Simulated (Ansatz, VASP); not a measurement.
# SnO: VASP beside Ansatz

Contents of INCAR:

```
SYSTEM = SnO
PREC     = Accurate       ! precision mode
ENCUT    = 520            ! plane-wave cutoff, eV
EDIFF    = 1E-7           ! SCF threshold, eV
ISMEAR   = 0              ! smearing method
SIGMA    = 0.05           ! smearing width, eV
LREAL    = .FALSE.        ! projectors in reciprocal space
LASPH    = .TRUE.         ! aspherical terms in the spheres
NELM     = 80             ! most SCF steps
ALGO     = Normal         ! electronic algorithm
ISIF     = 2              ! what is computed and relaxed
LWAVE    = .FALSE.        ! write WAVECAR
LCHARG   = .TRUE.         ! write CHGCAR
LDIPOL   = .TRUE.       
IDIPOL   = 3            
DIPOL    = 0.5 0.5 0.403
GGA      = PE             ! functional
IVDW     = 12             ! dispersion correction
LELF     = .TRUE.         ! ELF
LVHAR    = .TRUE.       
LVACPOTAV= .TRUE.       
NBANDS   = 50             ! bands
```

KPOINTS

```
Automatic mesh
0
G
  7 7 1
  0 0 0
```

POSCAR

```
SnO
1.0
    3.8201635894      0.0000000000      0.0000000000
    0.0000000000      3.8201635894      0.0000000000
    0.0000000000      0.0000000000     22.2260803631
Sn O
4 4
Direct
    0.7500000000      0.2500000000      0.2024648488
    0.2500000000      0.7500000000      0.3087831984
    0.2500000000      0.7500000000      0.4977503906
   -0.2500000000      1.2500000000      0.6040687401
    0.2500000000      0.2500000000      0.2556240236
    0.7500000000      0.7500000000      0.2556240236
   -0.2500000000      0.7500000000      0.5509095654
    0.2500000000      1.2500000000      0.5509095654
```

Input for Ansatz:

```yaml
crystal:
  lattice:
    - [3.8201635894, 0.0, 0.0]
    - [0.0, 3.8201635894, 0.0]
    - [0.0, 0.0, 22.2260803631]
  atoms:
    - { symbol: Sn, position: [0.75, 0.25, 0.2024648488] }
    - { symbol: O, position: [0.25, 0.25, 0.2556240236] }
    - { symbol: O, position: [0.75, 0.75, 0.2556240236] }
    - { symbol: Sn, position: [0.25, 0.75, 0.3087831984] }
    - { symbol: Sn, position: [0.25, 0.75, 0.4977503906] }
    - { symbol: O, position: [-0.25, 0.75, 0.5509095654] }
    - { symbol: O, position: [0.25, 1.25, 0.5509095654] }
    - { symbol: Sn, position: [-0.25, 1.25, 0.6040687401] }
basis:
  ecutwfc: 420
kpoints:
  mp_grid: { grid: [7, 7, 1] }
hamiltonian:
  xc: pbe
  pseudopotentials: { kind: paw, azcp: { folder: soft_1 } }
  dispersion: d3bj
scf:
  occupations: { method: gaussian, width: 0.05 }
output:
  forces: true
  eigenvalues: true
efield:
  axis: 3
  dipole_correction: true
  ramp_width: 0.04
```

Alike in both runs: task single point; functional PBE; dispersion D3(BJ); k mesh 7 × 7 × 1; occupations gaussian, width 0.05 eV; no spin polarisation.

|  | VASP | Ansatz |
| --- | --- | --- |
| version | VASP 6.6.1 | Ansatz 0.2.0 |
| potentials or method | VASP PAW PBE potentials, release 64 (Sn_d, O), cutoff 520 eV | scalar-relativistic, plane waves, PAW |
| valence electrons in the cell | 80 | 80 |

```tsv
	VASP	Ansatz	Ansatz less VASP
gap on the k mesh at the Fermi level (eV)	2.40	2.41	+0.007
least direct gap on the mesh (eV)	2.54	2.58	+0.042
rms of the force components (eV/Å)	0.025	0.024	-0.0007
```
